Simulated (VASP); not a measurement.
Input of a VASP 6.6.1 run:

POSCAR

```
P
1.0
   -1.4537239934      1.4537239934      1.4537239934
    1.4537239934     -1.4537239934      1.4537239934
    1.4537239934      1.4537239934     -1.4537239934
P
1
Direct
    0.0000000000      0.0000000000      0.0000000000
```

File INCAR.step1:

```
SYSTEM = P
PREC     = Accurate       ! precision mode
ENCUT    = 520            ! plane-wave cutoff, eV
ISMEAR   = 0              ! smearing method
SIGMA    = 0.05           ! smearing width, eV
LREAL    = .False.        ! projectors in reciprocal space
LASPH    = .True.         ! aspherical terms in the spheres
NELM     = 60             ! most SCF steps
NBANDS   = 8              ! bands
GGA      = PE             ! functional
ALGO     = Normal         ! electronic algorithm
EDIFF    = 1E-4           ! SCF threshold, eV
LWAVE    = .True.         ! write WAVECAR
LCHARG   = .False.        ! write CHGCAR
```

File INCAR.step2:

```
SYSTEM = P
PREC     = Accurate       ! precision mode
ENCUT    = 520            ! plane-wave cutoff, eV
EDIFF    = 1E-6           ! SCF threshold, eV
ISMEAR   = 0              ! smearing method
SIGMA    = 0.05           ! smearing width, eV
LREAL    = .False.        ! projectors in reciprocal space
LASPH    = .True.         ! aspherical terms in the spheres
NELM     = 60             ! most SCF steps
ALGO     = Normal         ! electronic algorithm
ISIF     = 2              ! what is computed and relaxed
LWAVE    = .False.        ! write WAVECAR
LCHARG   = .True.         ! write CHGCAR
METAGGA  = R2SCAN         ! meta-GGA
LMIXTAU  = .True.       
IVDW     = 12             ! dispersion correction
VDW_S6   = 1.0          
VDW_S8   = 0.78981345   
VDW_A1   = 0.49484001   
VDW_A2   = 5.73083694   
LELF     = .True.         ! ELF
LVHAR    = .True.       
NBANDS   = 8              ! bands
ISTART   = 1
```

The input KPOINTS:

```
Automatic mesh
0
Gamma
  22 22 22
  0 0 0
```

Potentials or basis: VASP PAW PBE potentials, release 64 (P).

Run with:

```bash
$ cat potpaw_PBE.64/P/POTCAR > POTCAR
$ cp INCAR.step1 INCAR
$ mpirun -np 1 vasp_std > vasp.out
$ cp INCAR.step2 INCAR
$ mpirun -np 1 vasp_std > vasp.out
```

Question: What does it give for the pressure?

Answer: 15.5 GPa.

Question: What does it give for the dispersion energy per atom?

Answer: -0.271 eV.

Caveat: the cell stands under pressure; the PAW data sets were made with another functional, which shifts forces and pressure a little.
